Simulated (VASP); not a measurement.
# Tl (P6_3/mmc) in VASP: notebook

Runs on Tl. Level: PBE. Tasks: single point.

Everything below comes from runs of VASP 6.6.1. Logs are shortened: lines on timing, memory, paths and dates and some standing lists are left out, and cuts for length are marked.

**1. The cell of the first run**

Symmetry: P6_3/mmc, No. 194, hexagonal system. The conventional cell has a = 3.456 Å, b = 3.456 Å, c = 5.525 Å, α = 90.00°, β = 90.00°, γ = 120.00°. Tl (site symmetry -6m2) has 12 Tl at 3.41 to 3.46 Å within 4.5 Å.

**2. Single point, PBE**

INCAR

```
  PREC = Accurate
  ENCUT = 520
  EDIFF = 1E-7
  ISMEAR = -1
  SIGMA = 0.1
  LREAL = False
  LASPH = True
  NELM = 80
  ALGO = Normal
  ISIF = 2
  LWAVE = False
  LCHARG = False
  GGA = PE
  NBANDS = 20
```

KPOINTS

```
Automatic mesh
0
Gamma
  3 3 2
```

POSCAR

```
Tl
1.0
    3.4560000000      0.0000000000      0.0000000000
   -1.7280000000      2.9929837955      0.0000000000
    0.0000000000      0.0000000000      5.5250000000
Tl
2
Direct
    0.3333333333      0.6666666667      0.2500000000
    0.6666666667      0.3333333333      0.7500000000
```

Potentials or basis: VASP PAW PBE potentials, release 64 (Tl_d).

Command:

```bash
> cat potpaw_PBE.64/Tl_d/POTCAR > POTCAR
> mpirun -np 1 vasp_std > vasp.out
```

OUTCAR:

```text
PREC = Accurate
   ENCUT = 520
   EDIFF = 1E-7
   ISMEAR = -1
   LREAL = False
   LASPH = True
   NELM = 80
   ISIF = 2
   GGA = PE

 ion  position               nearest neighbor table
   1  0.333  0.667  0.250-   2 3.41   2 3.41   2 3.41   2 3.41   2 3.41   2 3.41
   2  0.667  0.333  0.750-   1 3.41   1 3.41   1 3.41   1 3.41   1 3.41   1 3.41

  LATTYP: Found a hexagonal cell.
 ALAT       =     3.4560000000
 C/A-ratio  =     1.5986689815

  Lattice vectors:

 A1 = (   3.4560000000,   0.0000000000,   0.0000000000)
 A2 = (  -1.7280000000,   2.9929837955,   0.0000000000)
 A3 = (   0.0000000000,   0.0000000000,   5.5250000000)

Analysis of symmetry for initial positions (statically):
=====================================================================
 Subroutine PRICEL returns:
 Original cell was already a primitive cell.

 Routine SETGRP: Setting up the symmetry group for a
 hexagonal supercell.

 Subroutine GETGRP returns: Found 24 space group operations
 (whereof 12 operations were pure point group operations)
 out of a pool of 24 trial point group operations.

The static configuration has the point symmetry D_3d.
 The point group associated with its full space group is D_6h.

Analysis of symmetry for dynamics (positions and initial velocities):
=====================================================================
 Subroutine PRICEL returns:
 Original cell was already a primitive cell.

 Routine SETGRP: Setting up the symmetry group for a
 hexagonal supercell.

 Subroutine GETGRP returns: Found 24 space group operations
 (whereof 12 operations were pure point group operations)
 out of a pool of 24 trial point group operations.

The dynamic configuration has the point symmetry D_3d.
 The point group associated with its full space group is D_6h.

 Subroutine INISYM returns: Found 24 space group operations
 (whereof 12 operations are pure point group operations),
 and found     1 'primitive' translations

----------------------------------------------------------------------------------------

                                     Primitive cell

  volume of cell :      57.1492

  direct lattice vectors                    reciprocal lattice vectors
     3.456000000  0.000000000  0.000000000     0.289351852  0.167057370  0.000000000
    -1.728000000  2.992983795  0.000000000     0.000000000  0.334114739  0.000000000
     0.000000000  0.000000000  5.525000000     0.000000000  0.000000000  0.180995475

  length of vectors
     3.456000000  3.456000000  5.525000000     0.334114739  0.334114739  0.180995475

  position of ions in fractional coordinates (direct lattice)
     0.333333333  0.666666667  0.250000000
     0.666666667  0.333333333  0.750000000

  ion indices of the primitive-cell ions
   primitive index   ion index
                 1           1
                 2           2

----------------------------------------------------------------------------------------

 KPOINTS: Automatic mesh

Automatic generation of k-mesh.
 Grid dimensions read from file:
 generate k-points for:    3    3    2

 Generating k-lattice:

  Cartesian coordinates                     Fractional coordinates (reciprocal lattice)
     0.096450617  0.055685790  0.000000000     0.333333333 -0.000000000  0.000000000
     0.000000000  0.111371580  0.000000000     0.000000000  0.333333333  0.000000000
     0.000000000  0.000000000  0.090497738     0.000000000  0.000000000  0.500000000

  Length of vectors
     0.111371580  0.111371580  0.090497738

  Shift w.r.t. Gamma in fractional coordinates (k-lattice)
     0.000000000  0.000000000  0.000000000

 Subroutine IBZKPT returns following result:
 ===========================================

 Found      6 irreducible k-points:

 Following reciprocal coordinates:
            Coordinates               Weight
  0.000000  0.000000  0.000000      1.000000
  0.333333  0.000000  0.000000      6.000000
  0.333333  0.333333  0.000000      2.000000
  0.000000  0.000000  0.500000      1.000000
  0.333333  0.000000  0.500000      6.000000
  0.333333  0.333333  0.500000      2.000000
   k-points           NKPTS =      6   k-points in BZ     NKDIM =      6   number of bands    NBANDS=     20
   number of dos      NEDOS =    301   number of ions     NIONS =      2
   total plane-waves  NPLWV =  32928
   dimension x,y,z NGX =    28 NGY =   28 NGZ =   42
   dimension x,y,z NGXF=    56 NGYF=   56 NGZF=   84
   ions per type =               2
   NGX,Y,Z   is equivalent  to a cutoff of  13.47, 13.47, 12.64 a.u.
   NGXF,Y,Z  is equivalent  to a cutoff of  26.94, 26.94, 25.28 a.u.
 SYSTEM =  unknown system
   PREC   = accura    normal or accurate (medium, high low for compatibility)
   ISTART =      0    job   : 0-new  1-cont  2-samecut
   ICHARG =      2    charge: 1-file 2-atom 10-const
   ISPIN  =      1    spin polarized calculation?
   LNONCOLLINEAR =      F non collinear calculations
   LSORBIT =      F    spin-orbit coupling
   LASPH  =      T    aspherical Exc in radial PAW
   ENCUT  =  520.0 eV  38.22 Ry    6.18 a.u.   6.43  6.43 10.27*2*pi/ulx,y,z
   NELM   =     80;   NELMIN=  2; NELMDL= -5     # of ELM steps
   EDIFF  = 0.1E-06   stopping-criterion for ELM
   LREAL  =      F    real-space projection
   EDIFFG = 0.1E-05   stopping-criterion for IOM
   NSW    =      0    number of steps for IOM
   IBRION =     -1    ionic relax: 0-MD 1-quasi-New 2-CG
   NFREE  =      0    steps in history (QN), initial steepest desc. (CG)
   ISIF   =      2    stress and relaxation
   ISYM   =      2    0-nonsym 1-usesym 2-fastsym
   POTIM  = 0.5000    time-step for ionic-motion
   TEBEG  =    0.0;   TEEND  =   0.0 temperature during run
   PSTRESS=    0.0 pullay stress
   NELECT =      26.0000    total number of electrons
   NUPDOWN=      -1.0000    fix difference up-down
   EMIN   =  10.00;   EMAX   =-10.00  energy-range for DOS
   EFERMI =   0.00;   METHOD = LEGACY
   ISMEAR =    -1;   SIGMA  =   0.10  broadening in eV -4-tet -1-fermi 0-gaus
   EFERMI_NEDOS =   21; number of points for ismear=-14 and -15
   IALGO  =     38    algorithm
   IMIX   =      4    mixing-type and parameters
     AMIX     =   0.40;   BMIX     =  1.00
     AMIX_MAG =   1.60;   BMIX_MAG =  1.00
  volume/ion in A,a.u.               =      28.57       192.83
  Fermi-wavevector in a.u.,A,eV,Ry     =   1.259107  2.379366 21.569987  1.585349
  Thomas-Fermi vector in A             =   2.392683
   LORBIT       =      0    0 simple, 1 ext, 2 COOP (PROOUT), +10 PAW based schemes
   GGA     = PE    functional components
   LHFCALC =     F    Hartree Fock is set to
   AEXX    =    0.0000 exact exchange contribution
   IVDW    =     0    specifies the selected vdW correction
   LEPSILON=     F    determine dielectric tensor
   LRPA    =     F    only Hartree local field effects (RPA)
 non-spin polarized calculation
  energy-cutoff  :      520.00
  volume of cell :       57.15
 maximum number of plane-waves:      1545
 NGX is ok and might be reduce to    28
   NGX = 13   NGY = 13   NGZ = 21

 number of electron      26.0000004 magnetization

 Free energy of the ion-electron system (eV)
  ---------------------------------------------------
  ext. energy  EPLUGINS =         0.00000000
  ---------------------------------------------------
  free energy    TOTEN  =        -3.72464859 eV

  energy without entropy =       -3.65848896  energy(sigma->0) =       -3.69156878

 E-fermi :   6.5505     XC(G=0): -10.2049

 val. band max:        6.4262251126   @ k =   0.3333   0.0000   0.0000
 cond. band min:       6.7588562701   @ k =   0.3333   0.3333   0.5000
 fundamental gap:      0.3326311574
 Fermi energy:         6.5505011831

 k-point     1 :       0.0000    0.0000    0.0000
  band No.  band energies     occupation
      1      -5.2332      2.00000
      2      -5.0518      2.00000
      3      -5.0518      2.00000
      4      -4.9984      2.00000
      5      -4.9984      2.00000
      6      -4.9862      2.00000
[... 12 lines left out ...]
     19      17.4025      0.00000
     20      17.5157      0.00000

 k-point     2 :       0.3333    0.0000    0.0000
  band No.  band energies     occupation
      1      -5.3343      2.00000
      2      -5.1374      2.00000
      3      -5.1047      2.00000
      4      -4.9972      2.00000
      5      -4.8467      2.00000
      6      -4.7635      2.00000
[... 12 lines left out ...]
     19      15.4592      0.00000
     20      16.9491      0.00000

 k-point     3 :       0.3333    0.3333    0.0000
  band No.  band energies     occupation
      1      -5.2536      2.00000
      2      -5.0304      2.00000
      3      -5.0304      2.00000
      4      -4.9384      2.00000
      5      -4.9193      2.00000
      6      -4.9193      2.00000
[... 12 lines left out ...]
     19      13.1317      0.00000
     20      22.2268      0.00000

 k-point     4 :       0.0000    0.0000    0.5000
  band No.  band energies     occupation
      1      -5.0901      2.00000
      2      -5.0901      2.00000
      3      -5.0739      2.00000
      4      -5.0739      2.00000
      5      -5.0739      2.00000
      6      -5.0739      2.00000
[... 12 lines left out ...]
     19      17.0816      0.00000
     20      17.0816      0.00000

 k-point     5 :       0.3333    0.0000    0.5000
  band No.  band energies     occupation
      1      -5.2296      2.00000
      2      -5.2296      2.00000
      3      -5.1001      2.00000
      4      -5.1001      2.00000
      5      -4.8105      2.00000
      6      -4.8105      2.00000
[... 12 lines left out ...]
     19      15.4883      0.00000
     20      15.4883      0.00000

 k-point     6 :       0.3333    0.3333    0.5000
  band No.  band energies     occupation
      1      -5.1447      2.00000
      2      -5.1447      2.00000
      3      -4.9435      2.00000
      4      -4.9435      2.00000
      5      -4.8776      2.00000
      6      -4.8776      2.00000
[... 12 lines left out ...]
     19      17.4891      0.00000
     20      17.4891      0.00000

------------------------ aborting loop because EDIFF is reached ----------------------------------------

  FORCE on cell =-STRESS in cart. coord.  units (eV):
  Direction    XX          YY          ZZ          XY          YZ          ZX
  --------------------------------------------------------------------------------------
  -------------------------------------------------------------------------------------
  Total        1.1399097      1.1399097      1.0391176      0.0000000      0.0000000      0.0000000
  in kB       31.9573418     31.9573418     29.1316366      0.0000000      0.0000000      0.0000000
  external PRESSURE =      31.0154401 kB  Pullay stress =       0.0000000 kB

 VOLUME and BASIS-vectors are now :
 -----------------------------------------------------------------------------
  energy-cutoff  :      520.00
  volume of cell :       57.15
      direct lattice vectors                 reciprocal lattice vectors
     3.456000000  0.000000000  0.000000000     0.289351852  0.167057370  0.000000000
    -1.728000000  2.992983795  0.000000000     0.000000000  0.334114739  0.000000000
     0.000000000  0.000000000  5.525000000     0.000000000  0.000000000  0.180995475

 POSITION                                       TOTAL-FORCE (eV/Angst)
 -----------------------------------------------------------------------------------
     -0.00000      1.99532      1.38125        -0.000000     -0.000000      0.000000
      1.72800      0.99766      4.14375         0.000000      0.000000      0.000000
 -----------------------------------------------------------------------------------
    total drift:                               -0.000000      0.000000     -0.000000

  FREE ENERGIE OF THE ION-ELECTRON SYSTEM (eV)
  ---------------------------------------------------
  free  energy   TOTEN  =        -3.7246485895 eV

  energy  without entropy=       -3.6584889607  energy(sigma->0) =       -3.69156878
```

Run time: 4.2 s. Hardware: 1 thread of Intel Xeon 6975P-C (Granite Rapids), shared host; peak memory 0.17 GiB.

What came out:

* Free energy: -3.7246 eV
* Pressure: 3.1 GPa
* Band gap on the k mesh: zero (band 13 reaches 9.95 eV, above the bottom of band 14 at 5.67 eV)

Stress tensor (GPa, compression positive):
```
3.20 0.00 0.00
0.00 3.20 0.00
0.00 0.00 2.91
```

Caveat: the k points lie up to 0.70 Å⁻¹ apart; spin-orbit coupling is left out, which moves the levels of the heavy elements.

**3. Single point, PBE**

INCAR

```
SYSTEM = Tl
  ALGO = Normal
  EDIFF = 1E-6
  ENCUT = 520
  GGA = PE
  ISIF = 2
  ISMEAR = -1
  LASPH = .TRUE.
  LCHARG = .TRUE.
  LELF = .TRUE.
  LREAL = .FALSE.
  LVHAR = .TRUE.
  LWAVE = .FALSE.
  NBANDS = 20
  NELM = 60
  PREC = Accurate
  SIGMA = 0.1
```

KPOINTS

```
k-points
0
G
  5 5 3
  0 0 0
```

POSCAR is that of step 2.

Potentials or basis: VASP PAW PBE potentials, release 64 (Tl_d).

Command:

```bash
> cat potpaw_PBE.64/Tl_d/POTCAR > POTCAR
> mpirun -np 1 vasp_std > vasp.out
```

Run time: 5.4 s. Hardware: 1 thread of Intel Xeon 6975P-C (Granite Rapids), shared host; peak memory 0.17 GiB.

Results (log left out):

* Free energy: -4.3985 eV
* Pressure: 3.2 GPa
* Band gap on the k mesh: zero (band 13 reaches 7.79 eV, above the bottom of band 14 at 5.83 eV)

Stress tensor (GPa, compression positive):
```
2.85 0.00 0.00
0.00 2.85 0.00
0.00 0.00 4.00
```

Levels at points of the mesh, in eV from the Fermi level:
| k point | band 9 | band 10 | band 11 | band 12 | band 13 | band 14 | band 15 | band 16 | band 17 | band 18 |
| --- | --- | --- | --- | --- | --- | --- | --- | --- | --- | --- |
| (0.00, 0.00, 0.00) | -11.32 | -11.32 | -10.26 | -5.32 | -3.06 | 7.77 | 7.77 | 9.86 | 9.86 | 10.09 |

Caveat: the k points lie up to 0.42 Å⁻¹ apart; spin-orbit coupling is left out, which moves the levels of the heavy elements.

**4. Single point, PBE**

INCAR

```
ALGO = Normal ; EDIFF = 1E-6
ENCUT = 520 ; GGA = PE
ISIF = 2 ; ISMEAR = -1
LASPH = True ; LCHARG = False
LREAL = False ; LWAVE = False
NBANDS = 20 ; NELM = 100
PREC = Accurate ; SIGMA = 0.1
```

KPOINTS

```
k-points
0
Gamma
  6 6 3
```

POSCAR is that of step 3.

Command:

```bash
> cat potpaw_PBE.64/Tl_d/POTCAR > POTCAR
> mpirun -np 1 vasp_std > vasp.out
```

Wall time 6.2 s (1 thread of Intel Xeon 6975P-C (Granite Rapids), shared host); peak memory 0.17 GiB.

The run converged. Its results:

| Quantity | Value |
| --- | --- |
| Free energy | -4.3893 eV |
| Pressure | 3.1 GPa |
| Band gap on the k mesh | zero (band 13 reaches 7.69 eV, above the bottom of band 14 at 5.24 eV) |

Stress tensor (GPa, compression positive):
```
3.80 0.00 0.00
0.00 3.80 0.00
0.00 0.00 1.77
```

Levels at points of the mesh, in eV from the Fermi level:
```csv
k point,band 9,band 10,band 11,band 12,band 13,band 14,band 15,band 16,band 17,band 18
"(0.00, 0.00, 0.00)",-11.01,-11.01,-9.95,-5.01,-2.74,8.09,8.09,10.17,10.17,10.40
"(0.50, 0.00, 0.00)",-10.96,-10.95,-5.68,-4.59,-0.59,0.62,1.44,3.90,3.98,8.29
```

Caveat: the k points lie up to 0.38 Å⁻¹ apart; spin-orbit coupling is left out, which moves the levels of the heavy elements.

**5. Single point, PBE**

INCAR

```
PREC = Accurate
ENCUT = 520
EDIFF = 1E-6
ISMEAR = -1
SIGMA = 0.1
LREAL = F
LASPH = T
NELM = 100
ALGO = Normal
ISIF = 2
LWAVE = F
LCHARG = T
GGA = PE
LELF = T
LVHAR = T
NBANDS = 20
```

KPOINTS

```
regular mesh
0
Gamma
  7 7 4
```

POSCAR is that of step 4.

Command:

```bash
> cat potpaw_PBE.64/Tl_d/POTCAR > POTCAR
> mpirun -np 1 vasp_std > vasp.out
```

It took 9.8 s on 1 thread of Intel Xeon 6975P-C (Granite Rapids), shared host; peak memory 0.17 GiB.

The run converged. Its results:

```yaml
Free_energy: -4.3556 eV
Pressure: 3.3 GPa
Band_gap_on_the_k_mesh: zero (band 13 reaches 10.08 eV, above the bottom of band 14 at 4.66 eV)
```

Stress tensor (GPa, compression positive):
```
3.08 0.00 0.00
0.00 3.08 0.00
0.00 0.00 3.62
```

Levels at points of the mesh, in eV from the Fermi level:
```tsv
k point	band 11	band 12	band 13	band 14	band 15	band 16
(0.00, 0.00, 0.00)	-10.06	-5.12	-2.86	7.97	7.97	10.06
(0.00, 0.00, 0.50)	-8.63	-8.63	3.34	3.34	8.95	8.95
```

Caveat: spin-orbit coupling is left out, which moves the levels of the heavy elements.

**6. Single point, PBE**

INCAR

```
  PREC = Accurate
  ENCUT = 520
  EDIFF = 1E-6
  ISMEAR = -1
  SIGMA = 0.1
  LREAL = F
  LASPH = T
  NELM = 80
  ALGO = Normal
  ISIF = 2
  LWAVE = F
  LCHARG = F
  GGA = PE
  NBANDS = 20
```

KPOINTS

```
regular mesh
0
Gamma
  9 9 5
```

POSCAR is that of step 5.

Potentials or basis: VASP PAW PBE potentials, release 64 (Tl_d).

Command:

```bash
> cat potpaw_PBE.64/Tl_d/POTCAR > POTCAR
> mpirun -np 1 vasp_std > vasp.out
```

Run time: 12 s. Hardware: 1 thread of Intel Xeon 6975P-C (Granite Rapids), shared host; peak memory 0.18 GiB.

It converged, with:

```yaml
Free_energy: -4.4009 eV
Pressure: 3.4 GPa
Band_gap_on_the_k_mesh: zero (band 13 reaches 8.69 eV, above the bottom of band 14 at 5.02 eV)
```

Stress tensor (GPa, compression positive):
```
2.88 0.00 0.00
0.00 2.88 0.00
0.00 0.00 4.32
```

Levels at points of the mesh, in eV from the Fermi level:
```csv
k point,band 9,band 10,band 11,band 12,band 13,band 14,band 15,band 16,band 17,band 18
"(0.00, 0.00, 0.00)",-11.09,-11.09,-10.03,-5.09,-2.82,8.00,8.00,10.08,10.08,10.31
```

Caveat: spin-orbit coupling is left out, which moves the levels of the heavy elements.

**7. Summary**

| k mesh | gap on the mesh (eV) | pressure (GPa) |
| --- | --- | --- |
| 3 × 3 × 2 | none | 3.1 |
| 5 × 5 × 3 | none | 3.2 |
| 6 × 6 × 3 | none | 3.1 |
| 7 × 7 × 4 | none | 3.3 |
| 9 × 9 × 5 | none | 3.4 |

Alike in all rows: task single point; level PBE; potentials or basis VASP PAW PBE potentials, release 64 (Tl_d); no spin polarisation; cell as given; cutoff (eV) 520; smearing fermi-dirac 0.1 eV.

Caveats: some runs use coarse meshes; spin-orbit coupling is left out, which moves the levels of the heavy elements.

Total energies depend on the potentials used, so only differences within one code and one set of settings carry meaning.
